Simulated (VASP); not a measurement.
# SrCdCl4 (P4/mmm) in VASP: relaxation of cell and atoms with PBE

Aim: the relaxation of cell and atoms of SrCdCl4 with PBE.

All numbers are computed with VASP 6.6.1; they aren't measurements. Logs are shortened: lines on timing, memory, paths and dates and some standing lists are left out, and cuts for length are marked.

## Step 1: The cell of the first run

Symmetry: P4/mmm, No. 123, tetragonal system. The conventional cell has a = 4.805 Å, b = 4.805 Å, c = 6.866 Å, α = 90.00°, β = 90.00°, γ = 90.00°. Sr (site symmetry 4/mmm) has 8 Cl at 3.00 Å within 4.0 Å. Within 3.8 Å of Cd (site symmetry 4/mmm) lie 8 Cl at 2.90 Å. Within 3.8 Å of Cl (site symmetry 2mm) lie 2 Cd at 2.90 Å and 2 Sr at 3.00 Å and 6 Cl at 3.26 to 3.61 Å.

## Step 2: Relaxation of cell and atoms, PBE

Input file INCAR:

```
SYSTEM = SrCdCl4
ALGO     = Normal         ! electronic algorithm
EDIFF    = 1E-6           ! SCF threshold, eV
EDIFFG   = -0.001         ! ionic threshold
ENCUT    = 600            ! plane-wave cutoff, eV
GGA      = PE             ! functional
IBRION   = 2              ! ionic algorithm
ISIF     = 3              ! what is computed and relaxed
ISMEAR   = 0              ! smearing method
LASPH    = .TRUE.         ! aspherical terms in the spheres
LCHARG   = .FALSE.        ! write CHGCAR
LREAL    = .FALSE.        ! projectors in reciprocal space
LWAVE    = .FALSE.        ! write WAVECAR
NELM     = 100            ! most SCF steps
NSW      = 80             ! ionic steps
PREC     = Accurate       ! precision mode
SIGMA    = 0.01           ! smearing width, eV
```

Input file KPOINTS:

```
k-points
0
G
  6 6 4
  0 0 0
```

Input file POSCAR:

```
SrCdCl4
1.0
    4.8048500648      0.0000000000      0.0000000000
    0.0000000000      4.8048500648      0.0000000000
    0.0000000000      0.0000000000      6.8655976791
Sr Cd Cl
1 1 4
Direct
    0.0000000000      0.0000000000      0.0000000000
    0.5000000000      0.5000000000      0.5000000000
    0.5000000000      0.0000000000      0.2627823124
    0.0000000000      0.5000000000      0.7372176876
    0.5000000000      0.0000000000      0.7372176876
    0.0000000000      0.5000000000      0.2627823124
```

Potentials or basis: VASP PAW PBE potentials, release 64 (Sr_sv, Cd, Cl).

The run is started by

```bash
cat potpaw_PBE.64/Sr_sv/POTCAR potpaw_PBE.64/Cd/POTCAR potpaw_PBE.64/Cl/POTCAR > POTCAR
mpirun -np 1 vasp_std > vasp.out
```

OUTCAR:

```text
SYSTEM = SrCdCl4
   EDIFF = 1E-6
   EDIFFG = -0.001
   ENCUT = 600
   GGA = PE
   IBRION = 2
   ISIF = 3
   ISMEAR = 0
   LASPH = .TRUE.
   LREAL = .FALSE.
   NELM = 100
   NSW = 80
   PREC = Accurate

 ion  position               nearest neighbor table
   1  0.000  0.000  0.000-   3 3.00   4 3.00   5 3.00   6 3.00   4 3.00   6 3.00   3 3.00   5 3.00

   2  0.500  0.500  0.500-   3 2.90   4 2.90   5 2.90   6 2.90   3 2.90   5 2.90   4 2.90   6 2.90

   3  0.500  0.000  0.263-   2 2.90   2 2.90   1 3.00   1 3.00
   4  0.000  0.500  0.737-   2 2.90   2 2.90   1 3.00   1 3.00
   5  0.500  0.000  0.737-   2 2.90   2 2.90   1 3.00   1 3.00
   6  0.000  0.500  0.263-   2 2.90   2 2.90   1 3.00   1 3.00

  LATTYP: Found a simple tetragonal cell.
 ALAT       =     4.8048500648
 C/A-ratio  =     1.4288890572

  Lattice vectors:

 A1 = (   4.8048500648,   0.0000000000,   0.0000000000)
 A2 = (   0.0000000000,   4.8048500648,   0.0000000000)
 A3 = (   0.0000000000,   0.0000000000,   6.8655976791)

Analysis of symmetry for initial positions (statically):
=====================================================================
 Subroutine PRICEL returns:
 Original cell was already a primitive cell.

 Routine SETGRP: Setting up the symmetry group for a
 simple tetragonal supercell.

 Subroutine GETGRP returns: Found 16 space group operations
 (whereof 16 operations were pure point group operations)
 out of a pool of 16 trial point group operations.

The static configuration has the point symmetry D_4h.

Analysis of symmetry for dynamics (positions and initial velocities):
=====================================================================
 Subroutine PRICEL returns:
 Original cell was already a primitive cell.

 Routine SETGRP: Setting up the symmetry group for a
 simple tetragonal supercell.

 Subroutine GETGRP returns: Found 16 space group operations
 (whereof 16 operations were pure point group operations)
 out of a pool of 16 trial point group operations.

The dynamic configuration has the point symmetry D_4h.

 Subroutine INISYM returns: Found 16 space group operations
 (whereof 16 operations are pure point group operations),
 and found     1 'primitive' translations

----------------------------------------------------------------------------------------

                                     Primitive cell

  volume of cell :     158.5032

  direct lattice vectors                    reciprocal lattice vectors
     4.804850065  0.000000000  0.000000000     0.208123040  0.000000000  0.000000000
     0.000000000  4.804850065  0.000000000     0.000000000  0.208123040  0.000000000
     0.000000000  0.000000000  6.865597679     0.000000000  0.000000000  0.145653743

  length of vectors
     4.804850065  4.804850065  6.865597679     0.208123040  0.208123040  0.145653743

  position of ions in fractional coordinates (direct lattice)
     0.000000000  0.000000000  0.000000000
     0.500000000  0.500000000  0.500000000
     0.500000000  0.000000000  0.262782312
     0.000000000  0.500000000  0.737217688
     0.500000000  0.000000000  0.737217688
     0.000000000  0.500000000  0.262782312

  ion indices of the primitive-cell ions
   primitive index   ion index
                 1           1
                 2           2
                 3           3
                 4           4
                 5           5
                 6           6

----------------------------------------------------------------------------------------

 KPOINTS: k-points

Automatic generation of k-mesh.
 Grid dimensions read from file:
 generate k-points for:    6    6    4

 Generating k-lattice:

  Cartesian coordinates                     Fractional coordinates (reciprocal lattice)
     0.034687173  0.000000000  0.000000000     0.166666667  0.000000000  0.000000000
     0.000000000  0.034687173  0.000000000     0.000000000  0.166666667  0.000000000
     0.000000000  0.000000000  0.036413436     0.000000000  0.000000000  0.250000000

  Length of vectors
     0.034687173  0.034687173  0.036413436

  Shift w.r.t. Gamma in fractional coordinates (k-lattice)
     0.000000000  0.000000000  0.000000000

 Subroutine IBZKPT returns following result:
 ===========================================

 Found     30 irreducible k-points:

 Following reciprocal coordinates:
            Coordinates               Weight
  0.000000  0.000000  0.000000      1.000000
  0.166667  0.000000  0.000000      4.000000
  0.333333  0.000000  0.000000      4.000000
  0.500000  0.000000  0.000000      2.000000
  0.166667  0.166667  0.000000      4.000000
  0.333333  0.166667  0.000000      8.000000
[... 16 lines left out ...]
  0.333333  0.000000  0.500000      4.000000
  0.500000  0.000000  0.500000      2.000000
 [... further k-points ...]
   k-points           NKPTS =     30   k-points in BZ     NKDIM =     30   number of bands    NBANDS=     30
   number of dos      NEDOS =    301   number of ions     NIONS =      6
   total plane-waves  NPLWV =  89600
   dimension x,y,z NGX =    40 NGY =   40 NGZ =   56
   dimension x,y,z NGXF=    80 NGYF=   80 NGZF=  112
   ions per type =               1   1   4
   NGX,Y,Z   is equivalent  to a cutoff of  13.84, 13.84, 13.56 a.u.
   NGXF,Y,Z  is equivalent  to a cutoff of  27.68, 27.68, 27.12 a.u.
 SYSTEM =  SrCdCl4
   PREC   = accura    normal or accurate (medium, high low for compatibility)
   ISTART =      0    job   : 0-new  1-cont  2-samecut
   ICHARG =      2    charge: 1-file 2-atom 10-const
   ISPIN  =      1    spin polarized calculation?
   LNONCOLLINEAR =      F non collinear calculations
   LSORBIT =      F    spin-orbit coupling
   LASPH  =      T    aspherical Exc in radial PAW
   ENCUT  =  600.0 eV  44.10 Ry    6.64 a.u.   9.60  9.60 13.71*2*pi/ulx,y,z
   NELM   =    100;   NELMIN=  2; NELMDL= -5     # of ELM steps
   EDIFF  = 0.1E-05   stopping-criterion for ELM
   LREAL  =      F    real-space projection
   EDIFFG = -.1E-02   stopping-criterion for IOM
   NSW    =     80    number of steps for IOM
   IBRION =      2    ionic relax: 0-MD 1-quasi-New 2-CG
   NFREE  =      1    steps in history (QN), initial steepest desc. (CG)
   ISIF   =      3    stress and relaxation
   ISYM   =      2    0-nonsym 1-usesym 2-fastsym
   POTIM  = 0.5000    time-step for ionic-motion
   TEBEG  =    0.0;   TEEND  =   0.0 temperature during run
   PSTRESS=    0.0 pullay stress
   NELECT =      50.0000    total number of electrons
   NUPDOWN=      -1.0000    fix difference up-down
   EMIN   =  10.00;   EMAX   =-10.00  energy-range for DOS
   EFERMI =   0.00;   METHOD = LEGACY
   ISMEAR =     0;   SIGMA  =   0.01  broadening in eV -4-tet -1-fermi 0-gaus
   EFERMI_NEDOS =   21; number of points for ismear=-14 and -15
   IALGO  =     38    algorithm
   IMIX   =      4    mixing-type and parameters
     AMIX     =   0.40;   BMIX     =  1.00
     AMIX_MAG =   1.60;   BMIX_MAG =  1.00
  volume/ion in A,a.u.               =      26.42       178.27
  Fermi-wavevector in a.u.,A,eV,Ry     =   1.114428  2.105964 16.897763  1.241951
  Thomas-Fermi vector in A             =   2.251023
   LORBIT       =      0    0 simple, 1 ext, 2 COOP (PROOUT), +10 PAW based schemes
   GGA     = PE    functional components
   LHFCALC =     F    Hartree Fock is set to
   AEXX    =    0.0000 exact exchange contribution
   IVDW    =     0    specifies the selected vdW correction
   LEPSILON=     F    determine dielectric tensor
   LRPA    =     F    only Hartree local field effects (RPA)
 conjugate gradient relaxation of ions
 non-spin polarized calculation
 Gauss-broadening in eV      SIGMA  =   0.01
  energy-cutoff  :      600.00
  volume of cell :      158.50
 maximum number of plane-waves:      5327
 NGX is ok and might be reduce to    40
   NGX = 19   NGY = 19   NGZ = 27

--------------------------------------- Ionic step        1  -------------------------------------------

 number of electron      50.0000001 magnetization

 Free energy of the ion-electron system (eV)
  ---------------------------------------------------
  ext. energy  EPLUGINS =         0.00000000
  ---------------------------------------------------
  free energy    TOTEN  =       -19.66389255 eV

  energy without entropy =      -19.66389255  energy(sigma->0) =      -19.66389255

------------------------ aborting loop because EDIFF is reached ----------------------------------------

  FORCE on cell =-STRESS in cart. coord.  units (eV):
  Direction    XX          YY          ZZ          XY          YZ          ZX
  --------------------------------------------------------------------------------------
  -------------------------------------------------------------------------------------
  Total        0.1235890      0.1235890      0.1153624      0.0000000      0.0000000     -0.0000000
  in kB        1.2492584      1.2492584      1.1661023      0.0000000      0.0000000     -0.0000000
  external PRESSURE =       1.2215397 kB  Pullay stress =       0.0000000 kB
[... 65 lines left out ...]
  energy  without entropy=      -19.6640869801  energy(sigma->0) =      -19.66408698

--------------------------------------- Ionic step        3  -------------------------------------------

 number of electron      50.0000001 magnetization

 Free energy of the ion-electron system (eV)
  ---------------------------------------------------
  ext. energy  EPLUGINS =         0.00000000
  ---------------------------------------------------
  free energy    TOTEN  =       -19.66408812 eV

  energy without entropy =      -19.66408812  energy(sigma->0) =      -19.66408812

 E-fermi :   0.3466     XC(G=0):  -8.6052

 val. band max:        0.3040682566   @ k =   0.5000   0.5000   0.0000
 cond. band min:       2.2268238756   @ k =   0.0000   0.0000   0.0000
 fundamental gap:      1.9227556190
 Fermi energy:         0.3466098324

 k-point     1 :       0.0000    0.0000    0.0000
  band No.  band energies     occupation
      1     -32.6841      2.00000
      2     -14.9020      2.00000
      3     -14.7104      2.00000
      4     -14.7104      2.00000
      5     -13.4027      2.00000
      6     -12.6868      2.00000
[... 781 lines left out ...]
     29       7.6577      0.00000
     30       8.0253      0.00000

 [... further k-points ...]

------------------------ aborting loop because EDIFF is reached ----------------------------------------

  FORCE on cell =-STRESS in cart. coord.  units (eV):
  Direction    XX          YY          ZZ          XY          YZ          ZX
  --------------------------------------------------------------------------------------
  -------------------------------------------------------------------------------------
  Total        0.0027175      0.0027175     -0.0031145      0.0000000     -0.0000000      0.0000000
  in kB        0.0273839      0.0273839     -0.0313841      0.0000000     -0.0000000      0.0000000
  external PRESSURE =       0.0077946 kB  Pullay stress =       0.0000000 kB
[... 21 lines left out ...]
  FREE ENERGIE OF THE ION-ELECTRON SYSTEM (eV)
  ---------------------------------------------------
  free  energy   TOTEN  =       -19.6640881166 eV

  energy  without entropy=      -19.6640881166  energy(sigma->0) =      -19.66408812

 reached required accuracy - stopping structural energy minimisation
```

It took 6.3 min on 1 thread of Intel Xeon Platinum 8488C (Sapphire Rapids), shared host; peak memory 0.41 GiB.

What came out:

* Free energy: -19.6641 eV
* Relaxed volume: 26.50 Å³/atom
* Relaxed cell: a = 4.810 Å, b = 4.810 Å, c = 6.872 Å, α = 90.00°, β = 90.00°, γ = 90.00°
* Space group after relaxing (to 0.1 Å): P4/mmm (No. 123)
* Energy gained by relaxing: 0.0 meV/atom
* Ionic steps: 3
* Pressure after relaxing: 0.0 GPa
* Band gap on the k mesh: 1.92 eV (least direct gap 1.98 eV)

The path:
| step | energy change (eV) | largest force (eV/Å) | pressure (GPa) | volume (Å³) |
| --- | --- | --- | --- | --- |
| 1 | 0.0000 | 0.0020 | 0.12 | 158.50 |
| 2 | -0.0002 | 0.0010 | 0.01 | 158.97 |
| 3 | -0.0002 | 0.0009 | 0.00 | 159.00 |

Final structure:
```cif
data_structure
_symmetry_space_group_name_H-M 'P 1'
_symmetry_Int_Tables_number 1
_cell_length_a 4.8100
_cell_length_b 4.8100
_cell_length_c 6.8724
_cell_angle_alpha 90.000
_cell_angle_beta 90.000
_cell_angle_gamma 90.000
_cell_volume 159.00
loop_
_atom_site_label
_atom_site_type_symbol
_atom_site_fract_x
_atom_site_fract_y
_atom_site_fract_z
_atom_site_occupancy
Sr1 Sr 0.00000 0.00000 0.00000 1
Cd1 Cd 0.50000 0.50000 0.50000 1
Cl1 Cl 0.50000 0.00000 0.26280 1
Cl2 Cl 0.00000 0.50000 0.73720 1
Cl3 Cl 0.50000 0.00000 0.73720 1
Cl4 Cl 0.00000 0.50000 0.26280 1
```

Levels at points of the mesh, in eV from the valence-band top:
```
           k point  band 22  band 23  band 24  band 25  band 26  band 27  band 28  band 29
(0.00, 0.00, 0.00)    -0.52    -0.22    -0.22    -0.06     1.92     5.63     6.01     6.62
(0.50, 0.00, 0.00)    -1.13    -0.96    -0.47    -0.20     3.42     6.28     6.30     6.43
(0.50, 0.50, 0.00)    -0.34    -0.08    -0.03     0.00     2.74     6.46     6.76     7.15
(0.00, 0.00, 0.50)    -0.61    -0.61    -0.21    -0.21     2.51     5.17     6.17     6.66
(0.50, 0.00, 0.50)    -1.34    -1.16    -1.15    -1.15     3.62     6.77     6.81     7.35
(0.50, 0.50, 0.50)    -0.27    -0.15    -0.10    -0.01     3.48     5.70     6.89     6.89
```

A k mesh can miss the band edges.
